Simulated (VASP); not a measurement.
# BaTiO3 (P4mm) in VASP: single point with PBE+U

Aim: the single point of BaTiO3 with PBE+U.

Everything below comes from runs of VASP 6.6.1. Logs are shortened: lines on timing, memory, paths and dates and some standing lists are left out, and cuts for length are marked.

## 1. The cell of the first run

The structure is tetragonal, space group P4mm (No. 99). The conventional cell has a = 4.029 Å, b = 4.029 Å, c = 12.587 Å, α = 90.00°, β = 90.00°, γ = 90.00°. Within 3.8 Å of Ba (site symmetry 4mm) lie 12 O at 2.85 to 3.22 Å and 8 Ti at 3.49 to 3.80 Å. Ba (site symmetry 4mm) has 12 O at 2.85 Å and 8 Ti at 3.49 Å within 3.8 Å. Ba (site symmetry 4mm) has 12 O at 2.85 Å and 8 Ti at 3.49 Å within 3.8 Å. Ti (site symmetry 4mm) has 6 O at 2.01 to 2.51 Å within 2.7 Å. Ti (site symmetry 4mm) has 6 O at 2.01 Å within 2.7 Å. Within 2.7 Å of Ti (site symmetry 4mm) lie 6 O at 2.01 Å. Within 2.7 Å of O (site symmetry 4mm) lie 2 Ti at 2.01 to 2.51 Å. Within 2.7 Å of O (site symmetry 4mm) lie 2 Ti at 2.01 Å.

## 2. Single point, PBE+U (the distance across one plane changed)

INCAR

```
SYSTEM = BaTiO3
PREC     = Accurate       ! precision mode
ENCUT    = 520            ! plane-wave cutoff, eV
EDIFF    = 1E-6           ! SCF threshold, eV
ISMEAR   = 0              ! smearing method
SIGMA    = 0.05           ! smearing width, eV
LREAL    = Auto         
LASPH    = .True.         ! aspherical terms in the spheres
NELM     = 150            ! most SCF steps
ALGO     = Normal         ! electronic algorithm
ISIF     = 2              ! what is computed and relaxed
LWAVE    = .False.        ! write WAVECAR
LCHARG   = .True.         ! write CHGCAR
LMAXMIX  = 4              ! l up to which the mixer works
LDAU     = .True.         ! DFT+U
LDAUTYPE = 2            
LDAUL    = -1 2 -1        ! shell
LDAUU    = 0 4 0          ! U, eV
LDAUJ    = 0 0 0        
LDAUPRINT= 1            
GGA      = PE             ! functional
LELF     = .True.         ! ELF
LVHAR    = .True.       
NBANDS   = 73             ! bands
```

KPOINTS

```
Automatic mesh
0
Gamma
  7 7 3
  0 0 0
```

POSCAR

```
BaTiO3
1.0
    0.0000000000     -4.0288719406      0.0000000000
    0.0000000000      0.0000000000     -4.0288719406
   12.5866158219      0.0000000000      0.0000000000
Ba Ti O
3 3 9
Direct
    0.5000000000      0.5000000000      0.0800069340
    0.5000000000      0.5000000000      0.4000986884
    0.5000000000      0.5000000000      0.7201904429
    0.0000000000      1.0000000000      0.8802363201
    0.0000000000      1.0000000000      0.2400528112
    0.0000000000      1.0000000000      0.5601445656
    1.0000000000      0.0000000000      0.0800069340
    1.0000000000      0.0000000000      0.4000986884
    1.0000000000      0.0000000000      0.7201904429
    0.5000000000      0.0000000000      0.2400528112
    0.5000000000      0.0000000000      0.5601445656
    0.5000000000      0.0000000000      0.8802363201
    0.0000000000      0.5000000000      0.2400528112
    0.0000000000      0.5000000000      0.5601445656
    0.0000000000      0.5000000000      0.8802363201
```

Potentials or basis: VASP PAW PBE potentials, release 64 (Ba_sv, Ti_sv, O).

On the command line:

```
$ cat potpaw_PBE.64/Ba_sv/POTCAR potpaw_PBE.64/Ti_sv/POTCAR potpaw_PBE.64/O/POTCAR > POTCAR
$ mpirun -np 1 vasp_std > vasp.out
```

OUTCAR:

```text
SYSTEM = BaTiO3
   PREC = Accurate
   ENCUT = 520
   EDIFF = 1E-6
   ISMEAR = 0
   LREAL = Auto
   LASPH = .True.
   NELM = 150
   ISIF = 2
   GGA = PE

 ion  position               nearest neighbor table
   1  0.500  0.500  0.080-  10 2.85  13 2.85  10 2.85  13 2.85   7 2.85   7 2.85   7 2.85   7 2.85
                            12 3.22  15 3.22  15 3.22  12 3.22   5 3.49   5 3.49   5 3.49   5 3.49
   2  0.500  0.500  0.400-  10 2.85  11 2.85  13 2.85  14 2.85  10 2.85  11 2.85  13 2.85  14 2.85
                             8 2.85   8 2.85   8 2.85   8 2.85   5 3.49   6 3.49   6 3.49   6 3.49
   3  0.500  0.500  0.720-  12 2.85  15 2.85  12 2.85  15 2.85   9 2.85   9 2.85   9 2.85   9 2.85
                            14 2.85  14 2.85  11 2.85  11 2.85   4 3.49   4 3.49   4 3.49   4 3.49
   4  0.000  0.000  0.880-   9 2.01  12 2.01  15 2.01  15 2.01  12 2.01   3 3.49   3 3.49   3 3.49
                             3 3.49   1 3.80   1 3.80   1 3.80   1 3.80
   5  0.000  0.000  0.240-   8 2.01   7 2.01  10 2.01  13 2.01  13 2.01  10 2.01   2 3.49   2 3.49
                             2 3.49   2 3.49   1 3.49   1 3.49   1 3.49   1 3.49
   6  0.000  0.000  0.560-   8 2.01  11 2.01  14 2.01  14 2.01  11 2.01   9 2.01   2 3.49   2 3.49
                             2 3.49   2 3.49   3 3.49   3 3.49   3 3.49   3 3.49
   7  0.000  0.000  0.080-   5 2.01   1 2.85   1 2.85   1 2.85   1 2.85
   8  0.000  0.000  0.400-   5 2.01   6 2.01   2 2.85   2 2.85   2 2.85   2 2.85
   9  0.000  0.000  0.720-   4 2.01   6 2.01   3 2.85   3 2.85   3 2.85   3 2.85
  10  0.500  0.000  0.240-   5 2.01   5 2.01   2 2.85   2 2.85   1 2.85   1 2.85
  11  0.500  0.000  0.560-   6 2.01   6 2.01   2 2.85   2 2.85   3 2.85   3 2.85
  12  0.500  0.000  0.880-   4 2.01   4 2.01   3 2.85   3 2.85   1 3.22   1 3.22
  13  0.000  0.500  0.240-   5 2.01   5 2.01   2 2.85   2 2.85   1 2.85   1 2.85
  14  0.000  0.500  0.560-   6 2.01   6 2.01   2 2.85   2 2.85   3 2.85   3 2.85
  15  0.000  0.500  0.880-   4 2.01   4 2.01   3 2.85   3 2.85   1 3.22   1 3.22

  LATTYP: Found a simple tetragonal cell.
 ALAT       =     4.0288719406
 C/A-ratio  =     3.1241042176

  Lattice vectors:

 A1 = (   0.0000000000,  -4.0288719406,   0.0000000000)
 A2 = (   0.0000000000,   0.0000000000,  -4.0288719406)
 A3 = (  12.5866158219,   0.0000000000,   0.0000000000)

Analysis of symmetry for initial positions (statically):
=====================================================================
 Subroutine PRICEL returns:
 Original cell was already a primitive cell.

 Routine SETGRP: Setting up the symmetry group for a
 simple tetragonal supercell.

 Subroutine GETGRP returns: Found  8 space group operations
 (whereof  8 operations were pure point group operations)
 out of a pool of 16 trial point group operations.

The static configuration has the point symmetry C_4v.

Analysis of symmetry for dynamics (positions and initial velocities):
=====================================================================
 Subroutine PRICEL returns:
 Original cell was already a primitive cell.

 Routine SETGRP: Setting up the symmetry group for a
 simple tetragonal supercell.

 Subroutine GETGRP returns: Found  8 space group operations
 (whereof  8 operations were pure point group operations)
 out of a pool of 16 trial point group operations.

The dynamic configuration has the point symmetry C_4v.

 Subroutine INISYM returns: Found  8 space group operations
 (whereof  8 operations are pure point group operations),
 and found     1 'primitive' translations

----------------------------------------------------------------------------------------

                                     Primitive cell

  volume of cell :     204.3035

[... 107 lines left out ...]
   ENCUT  =  520.0 eV  38.22 Ry    6.18 a.u.   7.49  7.49 23.40*2*pi/ulx,y,z
   NELM   =    150;   NELMIN=  2; NELMDL= -5     # of ELM steps
   EDIFF  = 0.1E-05   stopping-criterion for ELM
   LREAL  =      T    real-space projection
   EDIFFG = 0.1E-04   stopping-criterion for IOM
   NSW    =      0    number of steps for IOM
   IBRION =     -1    ionic relax: 0-MD 1-quasi-New 2-CG
   NFREE  =      0    steps in history (QN), initial steepest desc. (CG)
   ISIF   =      2    stress and relaxation
   ISYM   =      2    0-nonsym 1-usesym 2-fastsym
   POTIM  = 0.5000    time-step for ionic-motion
   TEBEG  =    0.0;   TEEND  =   0.0 temperature during run
   PSTRESS=    0.0 pullay stress
   NELECT =     120.0000    total number of electrons
   NUPDOWN=      -1.0000    fix difference up-down
   EMIN   =  10.00;   EMAX   =-10.00  energy-range for DOS
   EFERMI =   0.00;   METHOD = LEGACY
   ISMEAR =     0;   SIGMA  =   0.05  broadening in eV -4-tet -1-fermi 0-gaus
   EFERMI_NEDOS =   21; number of points for ismear=-14 and -15
   IALGO  =     38    algorithm
   IMIX   =      4    mixing-type and parameters
     AMIX     =   0.40;   BMIX     =  1.00
     AMIX_MAG =   1.60;   BMIX_MAG =  1.00
  volume/ion in A,a.u.               =      13.62        91.91
  Fermi-wavevector in a.u.,A,eV,Ry     =   1.371018  2.590849 25.574754  1.879691
  Thomas-Fermi vector in A             =   2.496753
   LORBIT       =      0    0 simple, 1 ext, 2 COOP (PROOUT), +10 PAW based schemes
 LDA+U is selected, type is set to LDAUTYPE =  2
   angular momentum for each species LDAUL =    -1    2   -1
   U (eV)           for each species LDAUU =   0.0  4.0  0.0
   J (eV)           for each species LDAUJ =   0.0  0.0  0.0
   GGA     = PE    functional components
   LHFCALC =     F    Hartree Fock is set to
   AEXX    =    0.0000 exact exchange contribution
   IVDW    =     0    specifies the selected vdW correction
   LEPSILON=     F    determine dielectric tensor
   LRPA    =     F    only Hartree local field effects (RPA)
 non-spin polarized calculation
 Gauss-broadening in eV      SIGMA  =   0.05
  energy-cutoff  :      520.00
  volume of cell :      204.30
 maximum number of plane-waves:      5551
 NGX is ok and might be reduce to    30
   NGX = 15   NGY = 15   NGZ = 47

atom =   4  type =  2  l = 2

 onsite density matrix

spin component  1
[... 83 lines left out ...]
  o =  0.1035  v =  0.0000 -1.0000 -0.0000  0.0000  0.0000  0.0000  0.0000  0.0000  0.0000  0.0000      0.0000  0.0000  0.0000  0.0000  0.0000  0.0000  0.0000  0.0000  0.0000  0.0000
  o =  0.1035  v =  0.0000  0.0000  0.0000  0.0000  0.0000  0.0000 -1.0000 -0.0000  0.0000  0.0000      0.0000  0.0000  0.0000  0.0000  0.0000  0.0000  0.0000  0.0000  0.0000  0.0000
  o =  0.1035  v =  0.0000  0.0000  0.0000  0.0000  0.0000  1.0000  0.0000  0.0000  0.0000  0.0000      0.0000  0.0000  0.0000  0.0000  0.0000  0.0000  0.0000  0.0000  0.0000  0.0000
  o =  0.1035  v =  1.0000  0.0000  0.0000  0.0000  0.0000  0.0000  0.0000  0.0000  0.0000  0.0000      0.0000  0.0000  0.0000  0.0000  0.0000  0.0000  0.0000  0.0000  0.0000  0.0000
  o =  0.1035  v =  0.0000  0.0000  0.0000  1.0000  0.0000  0.0000  0.0000  0.0000  0.0000  0.0000      0.0000  0.0000  0.0000  0.0000  0.0000  0.0000  0.0000  0.0000  0.0000  0.0000
  o =  0.1035  v =  0.0000  0.0000  0.0000  0.0000  0.0000  0.0000  0.0000  0.0000  1.0000  0.0000      0.0000  0.0000  0.0000  0.0000  0.0000  0.0000  0.0000  0.0000  0.0000  0.0000
  o =  0.2320  v =  0.0000 -0.0000  0.5000 -0.0000 -0.8660  0.0000  0.0000  0.0000  0.0000  0.0000      0.0000  0.0000  0.0000  0.0000  0.0000  0.0000  0.0000  0.0000  0.0000  0.0000
  o =  0.2320  v =  0.0000  0.0000  0.0000  0.0000  0.0000  0.0000 -0.0000  0.5000 -0.0000 -0.8660      0.0000  0.0000  0.0000  0.0000  0.0000  0.0000  0.0000  0.0000  0.0000  0.0000
  o =  0.2341  v =  0.0000  0.0000  0.0000  0.0000  0.0000  0.0000  0.0000  0.8660 -0.0000  0.5000      0.0000  0.0000  0.0000  0.0000  0.0000  0.0000  0.0000  0.0000  0.0000  0.0000
  o =  0.2341  v =  0.0000  0.0000  0.8660 -0.0000  0.5000  0.0000  0.0000  0.0000  0.0000  0.0000      0.0000  0.0000  0.0000  0.0000  0.0000  0.0000  0.0000  0.0000  0.0000  0.0000

 number of electron     119.9999945 magnetization

 Free energy of the ion-electron system (eV)
  ---------------------------------------------------
  ext. energy  EPLUGINS =         0.00000000
  ---------------------------------------------------
  free energy    TOTEN  =      -111.47456403 eV

  energy without entropy =     -111.47456403  energy(sigma->0) =     -111.47456403

 E-fermi :   3.9312     XC(G=0): -10.9328

 val. band max:        3.5583258971   @ k =   0.4286   0.4286   0.3333
 cond. band min:       5.5322786261   @ k =   0.0000   0.0000   0.0000
 fundamental gap:      1.9739527290
 Fermi energy:         3.9311865497

 k-point     1 :       0.0000    0.0000    0.0000
  band No.  band energies     occupation
      1     -54.7626      2.00000
      2     -54.4333      2.00000
      3     -54.1057      2.00000
      4     -30.9770      2.00000
      5     -30.8499      2.00000
      6     -30.8499      2.00000
[... 1489 lines left out ...]
     71       8.9550      0.00000
     72       9.9114      0.00000
 [bands above 72 left out]

------------------------ aborting loop because EDIFF is reached ----------------------------------------

  FORCE on cell =-STRESS in cart. coord.  units (eV):
  Direction    XX          YY          ZZ          XY          YZ          ZX
  --------------------------------------------------------------------------------------
  -------------------------------------------------------------------------------------
  Total       -2.8396505      0.7915076      0.7915076      0.0000000      0.0000000     -0.0000000
  in kB      -22.2689412      6.2071144      6.2071144      0.0000000      0.0000000     -0.0000000
  external PRESSURE =      -3.2849041 kB  Pullay stress =       0.0000000 kB

 VOLUME and BASIS-vectors are now :
 -----------------------------------------------------------------------------
  energy-cutoff  :      520.00
  volume of cell :      204.30
      direct lattice vectors                 reciprocal lattice vectors
     0.000000000 -4.028871941  0.000000000     0.000000000 -0.248208435  0.000000000
     0.000000000  0.000000000 -4.028871941     0.000000000  0.000000000 -0.248208435
    12.586615822  0.000000000  0.000000000     0.079449473  0.000000000  0.000000000

 POSITION                                       TOTAL-FORCE (eV/Angst)
 -----------------------------------------------------------------------------------
      1.00702     -2.01444     -2.01444        -0.675161     -0.000000      0.000000
      5.03589     -2.01444     -2.01444        -0.128108     -0.000000     -0.000000
      9.06476     -2.01444     -2.01444         0.228801     -0.000000      0.000000
     11.07920      0.00000      0.00000        -0.077268     -0.000000      0.000000
      3.02145      0.00000      0.00000        -0.947233     -0.000000     -0.000000
      7.05032      0.00000      0.00000        -0.548174     -0.000000     -0.000000
      1.00702      0.00000      0.00000        -0.645296     -0.000000      0.000000
      5.03589      0.00000      0.00000         0.455841     -0.000000      0.000000
      9.06476      0.00000      0.00000         0.748048     -0.000000     -0.000000
      3.02145     -2.01444      0.00000         0.074680     -0.000000      0.000000
      7.05032     -2.01444      0.00000         0.117008     -0.000000      0.000000
     11.07920     -2.01444      0.00000         0.602588      0.000000      0.000000
      3.02145      0.00000     -2.01444         0.074680      0.000000      0.000000
      7.05032      0.00000     -2.01444         0.117008     -0.000000     -0.000000
     11.07920      0.00000     -2.01444         0.602588      0.000000      0.000000
 -----------------------------------------------------------------------------------
    total drift:                               -0.015045     -0.000000     -0.000000

  FREE ENERGIE OF THE ION-ELECTRON SYSTEM (eV)
  ---------------------------------------------------
  free  energy   TOTEN  =      -111.4745640261 eV

  energy  without entropy=     -111.4745640261  energy(sigma->0) =     -111.47456403
```

Wall time 18 min (1 thread of Intel Xeon 8259CL, shared host); peak memory 0.4 GiB.

Results:

```
Free energy            : -111.4746 eV
Pressure               : -0.3 GPa
Largest force          : 0.947 eV/Å
Band gap on the k mesh : 1.97 eV (least direct gap 2.16 eV)
```

Forces on the atoms (eV/Å):
```
Ba  -0.675  0.000  0.000
Ba  -0.128  0.000  0.000
Ba   0.229  0.000  0.000
Ti  -0.077  0.000  0.000
Ti  -0.947  0.000  0.000
Ti  -0.548  0.000  0.000
O   -0.645  0.000  0.000
O    0.456  0.000  0.000
O    0.748  0.000  0.000
O    0.075  0.000  0.000
O    0.117  0.000  0.000
O    0.603  0.000  0.000
O    0.075  0.000  0.000
O    0.117  0.000  0.000
O    0.603  0.000  0.000
```

Levels at points of the mesh, in eV from the valence-band top:
```
           k point  band 58  band 59  band 60  band 61  band 62  band 63
(0.00, 0.00, 0.00)    -0.30    -0.19    -0.19     1.97     1.99     1.99
```

Eigenvalues of the final occupation matrices:
| site | spin | trace | eigenvalues |
| --- | --- | --- | --- |
| site 4 d | 1 | 0.76 | 0.10 0.10 0.11 0.20 0.24 |
| site 4 d | 2 | 0.76 | 0.10 0.10 0.11 0.20 0.24 |
| site 5 d | 1 | 0.78 | 0.10 0.10 0.10 0.23 0.24 |
| site 5 d | 2 | 0.78 | 0.10 0.10 0.10 0.23 0.24 |
| site 6 d | 1 | 0.78 | 0.10 0.10 0.10 0.23 0.23 |
| site 6 d | 2 | 0.78 | 0.10 0.10 0.10 0.23 0.23 |

Caveat: the cell differs from its parent crystal (the distance across one plane changed); spin-orbit coupling is left out, which moves the levels of the heavy elements.
